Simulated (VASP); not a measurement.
# NaI: density of states with PBEsol

The system is NaI.

```xyz
4
Lattice="4.6222 0.0000 0.0000 0.0000 4.2697 0.0000 0.0000 0.0000 7.7984" Properties=species:S:1:pos:R:3 pbc="T T T"
Na    1.1556    2.1349    2.1448
Na    3.4667    2.1349    5.6536
I     1.1556    0.0000    5.7898
I     3.4667    0.0000    2.0086
```

| Item | Value |
| --- | --- |
| Program | VASP 6.6.1 |
| Task | density of states |
| Functional | PBEsol |
| Potentials or basis | VASP PAW PBE potentials, release 64 (Na_pv, I) |
| Cutoff | 520 eV |
| k mesh | 6 × 6 × 4 |
| Occupations | gaussian, width 0.01 eV |
| Spin | no spin polarisation |
| Dipole correction | no |
| k mesh for the DOS | 9 × 9 × 6 |
| Occupations for the DOS | tetrahedron |
| Further INCAR settings | ALGO = Normal; EDIFF = 1e-06; NBANDS = 22 |

```json
{
  "Valence electrons inside the program's atomic spheres": "Na 6.01; I 4.33"
}
```

Levels at points of the mesh, in eV from the valence-band top:
| k point | band 12 | band 13 | band 14 | band 15 | band 16 | band 17 |
| --- | --- | --- | --- | --- | --- | --- |
| (0.00, 0.00, 0.00) | -0.58 | -0.31 | -0.22 | 2.66 | 4.12 | 5.81 |
| (0.00, 0.00, 0.50) | -0.86 | -0.48 | -0.42 | 3.68 | 3.88 | 5.59 |

Run time: 2.6 min on 1 thread of Intel(R) Xeon(R) 6975P-C (Granite Rapids) (shared host), peak memory 0.43 GiB.

Caveat: spin-orbit coupling is left out, which moves the levels of the heavy elements.
